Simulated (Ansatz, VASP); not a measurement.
## AlN: VASP beside Ansatz

```xyz
2
Lattice="0.0000 1.9780 1.9582 1.9780 0.0000 1.9582 1.9780 1.9780 0.0000" Properties=species:S:1:pos:R:3 pbc="T T T"
Al    0.0000    0.0000    0.0000
N     1.9780    1.9780    1.9582
```

Change from the starting cell: zz strain of -1 %, crystal datasets.

Alike in both runs: task electric field gradients; functional PBE; k mesh 10 × 10 × 10; occupations fermi-dirac, width 0.02 eV; no spin polarisation.

|  | VASP | Ansatz |
| --- | --- | --- |
| version | VASP 6.6.1 | Ansatz 0.2.0 |
| potentials or method | VASP PAW PBE potentials, release 64 (Al, N), cutoff 520 eV | all-electron PAW with datasets made for the crystal, scalar-relativistic |

|  | VASP | Ansatz | Ansatz less VASP |
| --- | --- | --- | --- |
| gap on the k mesh at the Fermi level (eV) | 5.07 | 5.07 | +0.001 |
| pressure (GPa) | 28.9 | 29.1 | +0.28 |
| traceless stress, the component that is largest in VASP (GPa) | 2.99 | 2.99 | +0.007 |
| size of Vzz on the site where it differs most (V/Å²) | 1.4 | 1.3 | -0.13 |

Both programs put the cell under a high pressure, so it lies far from rest at this level. Ansatz ran all-electron here, and VASP with PAW potentials.
